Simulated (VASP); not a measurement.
# Co (P-3m1) in VASP: further runs

The runs below take Co through single point, with PBE.

Program: VASP 6.6.1. These are calculated values, not measurements. Logs are shortened: lines on timing, memory, paths and dates and some standing lists are left out, and cuts for length are marked.

## Step 1: The cell of the first run

The structure is trigonal, space group P-3m1 (No. 164). Conventional cell: a = 2.487 Å, b = 2.487 Å, c = 4.063 Å, α = 90.00°, β = 90.00°, γ = 120.00°. Within 3.2 Å of Co (site symmetry 3m) lie 12 Co at 2.42 to 2.55 Å.

## Step 2: Single point, PBE, collinear spin, ferromagnetic start

Contents of INCAR:

```
SYSTEM = Co
  ALGO = Normal
  EDIFF = 1E-6
  ENCUT = 520
  GGA = PE
  ISIF = 2
  ISMEAR = -1
  ISPIN = 2
  LASPH = .TRUE.
  LCHARG = .FALSE.
  LMAXMIX = 4
  LORBIT = 11
  LREAL = .FALSE.
  LWAVE = .FALSE.
  MAGMOM = 1.5 1.5
  NBANDS = 20
  NELM = 150
  NUPDOWN = 3.0
  PREC = Accurate
  SIGMA = 0.05
```

Contents of KPOINTS:

```
k-points
0
G
  10 10 6
  0 0 0
```

Contents of POSCAR:

```
Co
1.0
    2.4873648738      0.0000000000      0.0000000000
   -1.2436824369      2.1541211692      0.0000000000
    0.0000000000      0.0000000000      4.0632895034
Co
2
Direct
    0.3333333333      0.6666666667      0.7401390000
    0.6666666667      0.3333333333      0.2598610000
```

Potentials or basis: VASP PAW PBE potentials, release 64 (Co).

The run is started by

```
> cat potpaw_PBE.64/Co/POTCAR > POTCAR
> mpirun -np 1 vasp_std > vasp.out
```

OUTCAR:

```text
SYSTEM = Co
   EDIFF = 1E-6
   ENCUT = 520
   GGA = PE
   ISIF = 2
   ISMEAR = -1
   ISPIN = 2
   LASPH = .TRUE.
   LORBIT = 11
   LREAL = .FALSE.
   NELM = 150
   NUPDOWN = 3.0
   PREC = Accurate

 ion  position               nearest neighbor table
   1  0.333  0.667  0.740-   2 2.42   2 2.42   2 2.42   2 2.55   2 2.55   2 2.55
   2  0.667  0.333  0.260-   1 2.42   1 2.42   1 2.42   1 2.55   1 2.55   1 2.55

  LATTYP: Found a hexagonal cell.
 ALAT       =     2.4873648738
 C/A-ratio  =     1.6335719565

  Lattice vectors:

 A1 = (   2.4873648738,   0.0000000000,   0.0000000000)
 A2 = (  -1.2436824369,   2.1541211692,   0.0000000000)
 A3 = (   0.0000000000,   0.0000000000,   4.0632895034)

Analysis of symmetry for initial positions (statically):
=====================================================================
 Subroutine PRICEL returns:
 Original cell was already a primitive cell.

 Routine SETGRP: Setting up the symmetry group for a
 hexagonal supercell.

 Subroutine GETGRP returns: Found 12 space group operations
 (whereof 12 operations were pure point group operations)
 out of a pool of 24 trial point group operations.

The static configuration has the point symmetry D_3d.

Analysis of symmetry for dynamics (positions and initial velocities):
=====================================================================
 Subroutine PRICEL returns:
 Original cell was already a primitive cell.

 Routine SETGRP: Setting up the symmetry group for a
 hexagonal supercell.

 Subroutine GETGRP returns: Found 12 space group operations
 (whereof 12 operations were pure point group operations)
 out of a pool of 24 trial point group operations.

The dynamic configuration has the point symmetry D_3d.

Analysis of structural, dynamic, and magnetic symmetry:
=====================================================================
 Subroutine PRICEL returns:
 Original cell was already a primitive cell.

 Routine SETGRP: Setting up the symmetry group for a
 hexagonal supercell.

 Subroutine GETGRP returns: Found 12 space group operations
 (whereof 12 operations were pure point group operations)
 out of a pool of 24 trial point group operations.

The overall configuration has the point symmetry D_3d.

 Subroutine INISYM returns: Found 12 space group operations
 (whereof 12 operations are pure point group operations),
 and found     1 'primitive' translations

----------------------------------------------------------------------------------------

                                     Primitive cell

[... 106 lines left out ...]
   EFERMI_NEDOS =   21; number of points for ismear=-14 and -15
   IALGO  =     38    algorithm
   IMIX   =      4    mixing-type and parameters
     AMIX     =   0.40;   BMIX     =  1.00
     AMIX_MAG =   1.60;   BMIX_MAG =  1.00
  volume/ion in A,a.u.               =      10.89        73.46
  Fermi-wavevector in a.u.,A,eV,Ry     =   1.536514  2.903591 32.121660  2.360875
  Thomas-Fermi vector in A             =   2.643152
   LORBIT       =     11    0 simple, 1 ext, 2 COOP (PROOUT), +10 PAW based schemes
   GGA     = PE    functional components
   LHFCALC =     F    Hartree Fock is set to
   AEXX    =    0.0000 exact exchange contribution
   IVDW    =     0    specifies the selected vdW correction
   LEPSILON=     F    determine dielectric tensor
   LRPA    =     F    only Hartree local field effects (RPA)
 spin polarized calculation
  energy-cutoff  :      520.00
  volume of cell :       21.77
 maximum number of plane-waves:       600
   NGX =  9   NGY =  9   NGZ = 15

 number of electron      17.9999996 magnetization       2.9999999

 Free energy of the ion-electron system (eV)
  ---------------------------------------------------
  ext. energy  EPLUGINS =         0.00000000
  ---------------------------------------------------
  free energy    TOTEN  =       -14.03130367 eV

  energy without entropy =      -14.01394203  energy(sigma->0) =      -14.02262285

 E-fermi :  10.2411     XC(G=0): -13.3808

 val. band max:       10.2391205359   @ k =   0.1000   0.1000   0.1667
 cond. band min:       9.9554415024   @ k =   0.2000   0.1000   0.5000
 fundamental gap:     -0.2836790334
 Fermi energy:         9.9480103293

 spin component 1

 k-point     1 :       0.0000    0.0000    0.0000
  band No.  band energies     occupation
      1       1.3332      1.00000
      2       5.1069      1.00000
      3       7.6075      1.00000
      4       7.6610      1.00000
      5       7.6610      1.00000
      6       7.9528      1.00000
[... 541 lines left out ...]
     19      32.6212      0.00000
     20      33.3606      0.00000

 [... further k-points ...]

 spin component 2

 k-point     1 :       0.0000    0.0000    0.0000
  band No.  band energies     occupation
      1       1.3015      1.00000
      2       5.9709      1.00000
      3       9.1020      1.00000
      4       9.1954      1.00000
      5       9.1954      1.00000
      6       9.5071      1.00000
[... 541 lines left out ...]
     19      32.8894      0.00000
     20      33.6270      0.00000

 [... further k-points ...]
[... 5 lines left out ...]
  --------------------------------------------------------------------------------------
  -------------------------------------------------------------------------------------
  Total       -0.1478617     -0.1478617     -0.5274714      0.0000000      0.0000000      0.0000000
  in kB      -10.8812527    -10.8812527    -38.8170107      0.0000000      0.0000000      0.0000000
  external PRESSURE =     -20.1931720 kB  Pullay stress =       0.0000000 kB

 VOLUME and BASIS-vectors are now :
 -----------------------------------------------------------------------------
  energy-cutoff  :      520.00
  volume of cell :       21.77
      direct lattice vectors                 reciprocal lattice vectors
     2.487364874  0.000000000  0.000000000     0.402031889  0.232113220  0.000000000
    -1.243682437  2.154121169  0.000000000     0.000000000  0.464226439  0.000000000
     0.000000000  0.000000000  4.063289503     0.000000000  0.000000000  0.246106018

 POSITION                                       TOTAL-FORCE (eV/Angst)
 -----------------------------------------------------------------------------------
     -0.00000      1.43608      3.00740        -0.000000      0.000000      0.540357
      1.24368      0.71804      1.05589         0.000000      0.000000     -0.540357
 -----------------------------------------------------------------------------------
    total drift:                                0.000000     -0.000000     -0.000000

  FREE ENERGIE OF THE ION-ELECTRON SYSTEM (eV)
  ---------------------------------------------------
  free  energy   TOTEN  =       -14.0313036708 eV

  energy  without entropy=      -14.0139420294  energy(sigma->0) =      -14.02262285

 total charge

# of ion       s       p       d       tot
------------------------------------------
    1        0.486   0.518   7.270   8.274
    2        0.486   0.518   7.270   8.274
--------------------------------------------------
tot          0.971   1.037  14.540  16.548

 magnetization (x)

# of ion       s       p       d       tot
------------------------------------------
    1       -0.017  -0.057   1.597   1.523
    2       -0.017  -0.057   1.597   1.523
--------------------------------------------------
tot         -0.035  -0.114   3.194   3.045
```

OSZICAR:

```text
N       E                     dE             d eps       ncg     rms          rms(c)
DAV:   1     0.843032437860E+02    0.84303E+02   -0.78861E+03  6088   0.119E+03
DAV:   2    -0.116907540211E+02   -0.95994E+02   -0.87433E+02  5832   0.217E+02
DAV:   3    -0.160942830695E+02   -0.44035E+01   -0.42222E+01  6548   0.558E+01
DAV:   4    -0.161628334275E+02   -0.68550E-01   -0.68491E-01  6916   0.611E+00
DAV:   5    -0.161649833994E+02   -0.21500E-02   -0.21498E-02  6768   0.106E+00    0.152E+01
DAV:   6    -0.144964271214E+02    0.16686E+01   -0.76294E+00  6552   0.564E+01    0.691E+00
DAV:   7    -0.140703870957E+02    0.42604E+00   -0.12438E+00  6808   0.207E+01    0.381E+00
DAV:   8    -0.140462593562E+02    0.24128E-01   -0.15822E-02  8244   0.134E+00    0.161E+00
DAV:   9    -0.140325937336E+02    0.13666E-01   -0.22947E-03  9076   0.938E-01    0.404E-01
DAV:  10    -0.140312821548E+02    0.13116E-02   -0.61179E-04  7260   0.237E-01    0.712E-02
DAV:  11    -0.140313016008E+02   -0.19446E-04   -0.41251E-05  6416   0.610E-02    0.373E-02
DAV:  12    -0.140313044560E+02   -0.28553E-05   -0.17291E-06  6344   0.150E-02    0.145E-02
DAV:  13    -0.140313030997E+02    0.13563E-05   -0.11857E-06  4812   0.134E-02    0.367E-03
DAV:  14    -0.140313036708E+02   -0.57111E-06   -0.59444E-07  3312   0.739E-03
   1 F= -.14031304E+02 E0= -.14022623E+02  d E =-.173616E-01  mag=     3.0000
```

stdout:

```text
POSCAR found type information on POSCAR Co
 POSCAR found :  1 types and       2 ions
 scaLAPACK will be used
 LDA part: xc-table for (Slater+PW92), standard interpolation
 POSCAR, INCAR and KPOINTS ok, starting setup
 FFT: planning ... GRIDC
 FFT: planning ... GRID_SOFT
 FFT: planning ... GRID
 WAVECAR not read
 entering main loop
```

Run time: 1.7 min. Hardware: 1 thread of Intel Xeon 8259CL, shared host; peak memory 0.17 GiB.

Results:

- Free energy: -14.0313 eV
- Pressure: -2.0 GPa
- Largest force: 0.540 eV/Å
- Net moment: 3.00 μB per cell
- Site moments: Co +1.52 μB
- Valence electrons inside the program's atomic spheres: Co 8.27

Forces in eV/Å, atoms in the order of the input:
```
Co   0.000  0.000  0.540
Co   0.000  0.000 -0.540
```

Stress tensor (GPa, compression positive):
```
-1.09  0.00  0.00
 0.00 -1.09  0.00
 0.00  0.00 -3.88
```

Caveat: the total moment is fixed, so each spin has its own Fermi level.

## Step 3: Single point, PBE, collinear spin, ferromagnetic start

Contents of INCAR:

```
ALGO     = Normal         # electronic algorithm
EDIFF    = 1E-6           # SCF threshold, eV
ENCUT    = 520            # plane-wave cutoff, eV
GGA      = PE             # functional
ISIF     = 2              # what is computed and relaxed
ISMEAR   = -1             # smearing method
ISPIN    = 2              # spin polarisation
LASPH    = T              # aspherical terms in the spheres
LCHARG   = F              # write CHGCAR
LMAXMIX  = 4              # l up to which the mixer works
LORBIT   = 11             # projections on sites
LREAL    = F              # projectors in reciprocal space
LWAVE    = F              # write WAVECAR
MAGMOM   = 2 2            # initial moments
NBANDS   = 20             # bands
NELM     = 150            # most SCF steps
NUPDOWN  = 4.0            # fixed moment
PREC     = Accurate       # precision mode
SIGMA    = 0.05           # smearing width, eV
```

Contents of KPOINTS:

```
k-points
0
Gamma
  10 10 6
```

POSCAR is that of step 2.

Potentials or basis: VASP PAW PBE potentials, release 64 (Co).

The run is started by

```
> cat potpaw_PBE.64/Co/POTCAR > POTCAR
> mpirun -np 1 vasp_std > vasp.out
```

Run time: 88 s. Hardware: 1 thread of Intel Xeon 8259CL, shared host; peak memory 0.16 GiB.

The run converged. Its results:

- Free energy: -13.7868 eV
- Pressure: 7.6 GPa
- Largest force: 0.505 eV/Å
- Net moment: 4.00 μB per cell
- Site moments: Co +1.99 μB
- Valence electrons inside the program's atomic spheres: Co 8.26

Forces in eV/Å, atoms in the order of the input:
```
Co   0.000  0.000  0.505
Co   0.000  0.000 -0.505
```

Stress tensor (GPa, compression positive):
```
7.82 0.00 0.00
0.00 7.82 0.00
0.00 0.00 7.28
```

Caveat: the cell stands under pressure; the total moment is fixed, so each spin has its own Fermi level.

## Step 4: Single point, PBE, collinear spin, ferromagnetic start

Contents of INCAR:

```
ALGO = Normal
EDIFF = 1E-6
ENCUT = 520
GGA = PE
ISIF = 2
ISMEAR = -1
ISPIN = 2
LASPH = True
LCHARG = True
LELF = True
LMAXMIX = 4
LORBIT = 11
LREAL = False
LVHAR = True
LWAVE = False
MAGMOM = 2.5 2.5
NBANDS = 20
NELM = 150
NUPDOWN = 5.0
PREC = Accurate
SIGMA = 0.05
```

KPOINTS is that of step 3.

POSCAR is that of step 3.

The run is started by

```
> cat potpaw_PBE.64/Co/POTCAR > POTCAR
> mpirun -np 1 vasp_std > vasp.out
```

Wall time 84 s (1 thread of Intel Xeon 8259CL, shared host); peak memory 0.17 GiB.

The run converged. Its results:

```yaml
Free_energy: -12.6131 eV
Pressure: 22.4 GPa
Largest_force: 0.927 eV/Å
Net_moment: 5.00 μB per cell
Site_moments: Co +2.43 μB
Valence_electrons_inside_the_program's_atomic_spheres: Co 8.24
```

Forces on the atoms (eV/Å):
```
Co   0.000  0.000  0.927
Co   0.000  0.000 -0.927
```

Stress tensor (GPa, compression positive):
```
20.77  0.00  0.00
 0.00 20.77  0.00
 0.00  0.00 25.80
```

Caveat: the cell stands under pressure; the total moment is fixed, so each spin has its own Fermi level.

## Step 5: The runs side by side

```csv
fixed moment (μB),pressure (GPa),moment (μB),largest force (eV/Å)
3.0,-2.0,3.00,0.54
4.0,7.6,4.00,0.51
5.0,22.4,5.00,0.93
```

Alike in all rows: task single point; level PBE; potentials or basis VASP PAW PBE potentials, release 64 (Co); spin collinear, ferromagnetic start; cell as given; k mesh 10 × 10 × 6; cutoff (eV) 520; smearing fermi-dirac 0.05 eV.

Caveats: the total moment is fixed, so each spin has its own Fermi level; the cell stands under pressure (at least some runs).

Total energies depend on the potentials used, so only differences within one code and one set of settings carry meaning.
